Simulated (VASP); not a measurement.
WSe3:

```
W Se
1.0
     5.17644    0.00000    0.00000
     0.00000    5.17644    0.00000
     0.00000    0.00000    5.17644
W Se
1 3
Cartesian
  0.0000 0.0000 0.0000
  0.0000 0.0000 2.5882
  0.0000 2.5882 0.0000
  2.5882 0.0000 0.0000
```

| Property | Result |
| --- | --- |
| Program | VASP 6.6.1 |
| Task | relaxation of cell and atoms |
| Functional | PBEsol |
| Potentials or basis | VASP PAW PBE potentials, release 64 (W_sv, Se) |
| Cutoff | 600 eV |
| k mesh | 4 × 4 × 4 |
| Occupations | gaussian, width 0.1 eV |
| Spin | no spin polarisation |

At the start: pressure -9.6 GPa; volume 34.68 Å³/atom.

Q: Where does the relaxation end?

A: Over 4 steps the energy falls by 190.9 meV/atom and the volume is 29.26 Å³/atom (-15.6 %); space group Pm-3m (No. 221, to 0.05 Å).

Step by step:
| step | energy change (eV) | largest force (eV/Å) | pressure (GPa) | volume (Å³) |
| --- | --- | --- | --- | --- |
| 1 | 0.0000 | 0.0000 | -9.57 | 138.71 |
| 2 | -0.0328 | 0.0000 | 16.91 | 101.14 |
| 3 | -0.7633 | 0.0000 | -0.35 | 117.46 |
| 4 | -0.7638 | 0.0000 | -0.07 | 117.06 |

Final structure:
```
W Se
1.0
     4.89177    0.00000    0.00000
     0.00000    4.89177    0.00000
     0.00000    0.00000    4.89177
W Se
1 3
Direct
  0.00000 0.00000 0.00000
  0.00000 0.00000 0.50000
  0.00000 0.50000 0.00000
  0.50000 0.00000 0.00000
```

Caveat: the volume moved by over 15 % at a fixed basis, so the end points are rough; the PAW data sets were made with another functional, which shifts forces and pressure a little.
